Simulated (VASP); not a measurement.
A run of VASP 6.6.1:

Contents of POSCAR:

```
LaZn
1.0
    3.7831042000      0.0000000000      0.0000000000
    0.0000000000      3.7831042000      0.0000000000
    0.0000000000      0.0000000000      3.7831042000
La Zn
1 1
Direct
    0.5000000000      0.5000000000      0.5000000000
    0.0000000000      0.0000000000      0.0000000000
```

The input INCAR.step1:

```
PREC = Accurate ; ENCUT = 520
ISMEAR = -1 ; SIGMA = 0.1
LREAL = False ; LASPH = True
NELM = 80 ; GGA = PE
ALGO = Normal ; EDIFF = 1E-4
LWAVE = True ; LCHARG = False
```

The input INCAR.step2:

```
PREC = Accurate ; ENCUT = 520
EDIFF = 1E-6 ; ISMEAR = -1
SIGMA = 0.1 ; LREAL = False
LASPH = True ; NELM = 80
ALGO = Normal ; ISIF = 2
LWAVE = False ; LCHARG = False
METAGGA = R2SCAN ; LMIXTAU = True
IBRION = 2 ; NSW = 50
EDIFFG = -0.01 ; ISTART = 1
```

The input KPOINTS:

```
regular mesh
0
Gamma
  9 9 9
```

Potentials or basis: VASP PAW PBE potentials, release 64 (La, Zn).

Launch:

```console
$ cat potpaw_PBE.64/La/POTCAR potpaw_PBE.64/Zn/POTCAR > POTCAR
$ cp INCAR.step1 INCAR
$ mpirun -np 1 vasp_std > vasp.out
$ cp INCAR.step2 INCAR
$ mpirun -np 1 vasp_std > vasp.out
```

Hardware: 1 thread of Intel(R) Xeon(R) 6975P-C (Granite Rapids), on a shared host.

Task: Estimate the wall time of this run.

Result: Run time: 62 s on 1 thread of Intel(R) Xeon(R) 6975P-C (Granite Rapids), on a shared host, peak memory 0.2 GiB. Counts: k points 35, ion steps 1.
